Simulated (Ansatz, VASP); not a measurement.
# One calculation of TiO2, two programs

Contents of INCAR:

```
SYSTEM = TiO2
ALGO     = Normal         ! electronic algorithm
EDIFF    = 1E-7           ! SCF threshold, eV
ENCUT    = 520            ! plane-wave cutoff, eV
GGA      = PE             ! functional
ISIF     = 2              ! what is computed and relaxed
ISMEAR   = 0              ! smearing method
LASPH    = .TRUE.         ! aspherical terms in the spheres
LCHARG   = .FALSE.        ! write CHGCAR
LDAU     = .TRUE.         ! DFT+U
LDAUJ    = 0 0          
LDAUL    = 2 -1           ! shell
LDAUPRINT= 1            
LDAUTYPE = 2            
LDAUU    = 4 0            ! U, eV
LMAXMIX  = 4              ! l up to which the mixer works
LREAL    = .FALSE.        ! projectors in reciprocal space
LWAVE    = .FALSE.        ! write WAVECAR
NBANDS   = 33             ! bands
NELM     = 150            ! most SCF steps
PREC     = Accurate       ! precision mode
SIGMA    = 0.05           ! smearing width, eV
```

KPOINTS

```
k-points
0
G
  8 8 8
  0 0 0
```

The input POSCAR:

```
TiO2
1.0
   -1.9089353641      1.9150458157      4.8907474301
    1.9089353641     -1.9028249125      4.8859750917
    1.9089353641      1.9028249125     -4.8859750917
Ti O
2 4
Direct
    0.0000000000      0.0000000000      0.0000000000
    0.7500000000      0.2500000000      0.5000000000
    0.2052765759      0.2052765759      0.0000000000
    0.9552765759      0.4552765759      0.5000000000
    0.5447234241      0.0447234241      0.5000000000
    0.7947234241      0.7947234241      0.0000000000
```

Input for Ansatz:

```yaml
crystal:
  lattice:
    - [-1.9089353641, 1.9150458157, 4.8907474301]
    - [1.9089353641, -1.9028249125, 4.8859750917]
    - [1.9089353641, 1.9028249125, -4.8859750917]
  atoms:
    - { symbol: Ti, position: [0.0, 0.0, 0.0] }
    - { symbol: Ti, position: [0.75, 0.25, 0.5] }
    - { symbol: O, position: [0.2052765759, 0.2052765759, 0.0] }
    - { symbol: O, position: [0.9552765759, 0.4552765759, 0.5] }
    - { symbol: O, position: [0.5447234241, 0.0447234241, 0.5] }
    - { symbol: O, position: [0.7947234241, 0.7947234241, 0.0] }
basis:
  ecutwfc: 420
kpoints:
  mp_grid: { grid: [8, 8, 8] }
hamiltonian:
  xc: pbe
  hubbard: { sites: [{ species: Ti, l: d, u_eff: 4.0 }] }
scf:
  occupations: { method: gaussian, width: 0.05 }
output:
  forces: true
  stress: true
  eigenvalues: true
  write_density: true
  write_potential: true
  elf: true
  volumetric_format: npy
```

Change from the starting cell: strain +0.0025 x Voigt [0, 0, 0, 1, 0, 0], atoms carried along.

Alike in both runs: task single point; functional PBE; k mesh 8 × 8 × 8; occupations gaussian, width 0.05 eV; no spin polarisation; Hubbard terms Ti d U = 4.0 eV.

|  | VASP | Ansatz |
| --- | --- | --- |
| version | VASP 6.6.1 | Ansatz 0.2.0 |
| potentials or method | VASP PAW PBE potentials, release 64 (Ti_sv, O), cutoff 520 eV | scalar-relativistic, plane waves, PAW |
| valence electrons in the cell | 48 | 48 |

```csv
,VASP,Ansatz,Ansatz less VASP
gap on the k mesh at the Fermi level (eV),2.68,2.65,-0.039
least direct gap on the mesh (eV),2.95,2.91,-0.040
pressure (GPa),4.2,0.0,-4.18
"traceless stress, the component that is largest in VASP (GPa)",-0.61,0.00,+0.618
rms of the force components (eV/Å),0.071,0.008,-0.0636
```

The programs project onto different local orbitals, so the same U acts differently, and such runs can settle in different states. Atom by atom the forces differ by 0.071 eV/Å (rms over components).
